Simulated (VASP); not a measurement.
The system is CuO.

```
CELL_PARAMETERS angstrom
-2.34185 1.71130 0.00000
0.85003 0.00000 -5.05787
-2.34185 -5.13390 0.00000
ATOMIC_POSITIONS crystal
Cu 0.24800 0.00060 0.24330
Cu 0.74800 0.00060 0.74330
Cu 0.99800 0.50060 0.49330
Cu 0.49800 0.50060 0.99330
O 0.70720 0.75060 0.28410
O 0.20720 0.75060 0.78410
O 0.78880 0.25060 0.20250
O 0.30482 0.24579 0.75612
```

Base run:

| Item | Value |
| --- | --- |
| Program | VASP 6.6.1 |
| Functional | LDA |
| Potentials or basis | VASP PAW LDA potentials, release 64 (Cu, O) |
| Cutoff | 520 eV |
| k mesh | 9 × 5 × 5 |
| Occupations | fermi-dirac, width 0.05 eV |
| Spin | no spin polarisation |

Its results: band gap on the k mesh zero (band 34 reaches 5.64 eV, above the bottom of band 35 at 5.13 eV); pressure -5.6 GPa; largest force 2.438 eV/Å.

Q: The run is repeated on the same cell with these changes: hubbard terms from none to Cu d U = 5.3 eV. What comes out?

A: Band gap on the k mesh zero (band 34 reaches 5.13 eV, above the bottom of band 35 at 4.48 eV); pressure -10.0 GPa; largest force 2.198 eV/Å.

Caveats: forces of over 1 eV/Å act on the atoms, so gaps and moduli don't describe the material at rest; semilocal functionals often make such compounds metallic where correlation or magnetic order opens a gap, which also shifts bond lengths (some runs); U without spin polarisation on a metal has little footing (some runs).
